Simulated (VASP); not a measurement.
A run of VASP 6.6.1 is set up as follows.

The input INCAR:

```
ALGO = Fast
EDIFF = 1E-7
ENCUT = 520
GGA = PS
ISIF = 2
ISMEAR = 0
LASPH = T
LCHARG = F
LREAL = F
LWAVE = F
NBANDS = 26
NELM = 100
PREC = Accurate
SIGMA = 0.15
```

KPOINTS

```
k-points
0
Gamma
  14 14 14
```

File POSCAR:

```
AlCu3
1.0
    0.0000000000      2.8834704780      2.8834704780
    2.8834704780      0.0000000000      2.8834704780
    2.8834704780      2.8834704780      0.0000000000
Al Cu
1 3
Direct
   -0.0130051618      0.0130051618      0.0130051618
    0.4991829646      0.5008170354      0.5008170354
    0.2531695040      0.2468304960      0.2468304960
    0.7531695040      0.7468304960      0.7468304960
```

Potentials or basis: VASP PAW PBE potentials, release 64 (Al, Cu).

Command:

```bash
$ cat potpaw_PBE.64/Al/POTCAR potpaw_PBE.64/Cu/POTCAR > POTCAR
$ mpirun -np 1 vasp_std > vasp.out
```

(1) Predict the pressure.

(2) Estimate the largest force.

Answers

(1) 0.9 GPa.

(2) 0.663 eV/Å.

Caveat: the cell differs from its parent crystal (atoms displaced along a vibrational mode); the PAW data sets were made with another functional, which shifts forces and pressure a little.
